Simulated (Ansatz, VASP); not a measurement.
# One calculation of SrTiO3, two programs

INCAR

```
PREC = Accurate
ENCUT = 520
EDIFF = 1E-8
ISMEAR = -1
SIGMA = 0.05
LREAL = False
LASPH = True
NELM = 60
ALGO = Normal
ISIF = 2
LWAVE = False
LCHARG = False
GGA = PE
LEFG = True
NBANDS = 28
```

File KPOINTS:

```
regular mesh
0
Gamma
  7 7 7
```

The input POSCAR:

```
SrTiO3
1.0
    3.9050000000      0.0000000000      0.0000000000
    0.0000000000      3.9050000000      0.0000000000
    0.0000000000      0.0000000000      3.8269000000
Sr Ti O
1 1 3
Direct
    0.0000000000      0.0000000000      0.0000000000
    0.5000000000      0.5000000000      0.5000000000
    0.0000000000      0.5000000000      0.5000000000
    0.5000000000      0.0000000000      0.5000000000
    0.5000000000      0.5000000000      0.0000000000
```

Input for Ansatz:

```yaml
crystal:
  lattice:
    - [3.905, 0.0, 0.0]
    - [0.0, 3.905, 0.0]
    - [0.0, 0.0, 3.8269]
  atoms:
    - { symbol: Sr, position: [0.0, 0.0, 0.0] }
    - { symbol: Ti, position: [0.5, 0.5, 0.5] }
    - { symbol: O, position: [0.0, 0.5, 0.5] }
    - { symbol: O, position: [0.5, 0.0, 0.5] }
    - { symbol: O, position: [0.5, 0.5, 0.0] }
kpoints:
  mp_grid: { grid: [7, 7, 7] }
scf:
  occupations: { method: fermi_dirac, width: 0.05 }
hamiltonian:
  xc: pbe
  pseudopotentials: { kind: all_electron, datasets: crystal }
output:
  forces: true
  stress: true
  eigenvalues: true
  efg: { contact_densities: true }
```

Change from the starting cell: zz strain of -2 %, crystal datasets.

Alike in both runs: task electric field gradients; functional PBE; k mesh 7 × 7 × 7; occupations fermi-dirac, width 0.05 eV; no spin polarisation.

|  | VASP | Ansatz |
| --- | --- | --- |
| version | VASP 6.6.1 | Ansatz 0.2.0 |
| potentials or method | VASP PAW PBE potentials, release 64 (Sr_sv, Ti_sv, O), cutoff 520 eV | all-electron PAW with datasets made for the crystal, scalar-relativistic |

Ansatz gave:

* gap on the k mesh at the Fermi level (eV): 1.96
* pressure (GPa): 8.4
* traceless stress, the component that is largest in VASP (GPa): 3.64
* size of Vzz on the site where it differs most (V/Å²): 4.4

Q: Which values does VASP return?

A: gap on the k mesh at the Fermi level (eV): 1.93; pressure (GPa): 9.1; traceless stress, the component that is largest in VASP (GPa): 3.70; size of Vzz on the site where it differs most (V/Å²): 3.3.

Ansatz ran all-electron here, and VASP with PAW potentials.
